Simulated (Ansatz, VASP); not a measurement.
**SnSe: VASP beside Ansatz**

```xyz
6
Lattice="6.6703 0.0000 0.0000 -3.3351 5.7766 0.0000 0.0000 0.0000 4.5437" Properties=species:S:1:pos:R:3 pbc="T T T"
Sn    3.3351    0.0000    0.0000
Sn    1.6676    2.8883    0.0000
Sn   -1.6676    2.8883    0.0000
Se    0.0000    0.0000    0.0000
Se    0.0000    3.8511    2.2718
Se    3.3351    1.9255    2.2718
```

Alike in both runs: functional PBE; k mesh 9 × 9 × 8; occupations gaussian, width 0.1 eV; no spin polarisation.

Ansatz relaxed the structure, and its values are those at the end. VASP's run is a single point on that final structure, the one shown.

```csv
,VASP,Ansatz
version,VASP 6.6.1,Ansatz 0.2.0
potentials or method,"VASP PAW PBE potentials, release 64 (Sn_d, Se), cutoff 520 eV","scalar-relativistic, plane waves, PAW"
valence electrons in the cell,60,90
```

|  | VASP | Ansatz | Ansatz less VASP |
| --- | --- | --- | --- |
| gap on the k mesh at the Fermi level (eV) | none | none | - |
| pressure (GPa) | 0.0 | 0.0 | +0.02 |

A gap of «none» marks a metal or a gap that the smearing closes. VASP's potentials hold 60 valence electrons a cell and Ansatz's 90, so a difference there can come from the potentials and not from the codes.
